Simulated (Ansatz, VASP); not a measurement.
Two plane-wave programs on CaO

```
CELL_PARAMETERS angstrom
0.00000 2.54696 2.54696
2.54696 0.00000 2.54696
2.54696 2.54696 0.00000
ATOMIC_POSITIONS crystal
Ca 0.00000 0.00000 0.00000
O 0.50000 0.50000 0.50000
```

Change from the starting cell: strain +0.040 along x and y, +0.040 along z, atoms carried along.

Alike in both runs: task single point; functional r2SCAN; k mesh 8 × 8 × 8; occupations gaussian, width 0.05 eV; no spin polarisation.

```csv
,VASP,Ansatz
version,VASP 6.6.1,Ansatz 0.2.0
potentials or method,"VASP PAW PBE potentials, release 64 (Ca_sv, O), cutoff 520 eV","scalar-relativistic, plane waves, PAW"
valence electrons in the cell,16,16
```

|  | VASP | Ansatz | Ansatz less VASP |
| --- | --- | --- | --- |
| gap on the k mesh at the Fermi level (eV) | 4.10 | 4.10 | -0.002 |
| least direct gap on the mesh (eV) | 4.10 | 4.10 | -0.002 |
| pressure (GPa) | -13.9 | -14.3 | -0.44 |

VASP's potentials were made for PBE, not for r2SCAN. With one functional, cell and mesh, what is left measures potentials, basis and numerics.
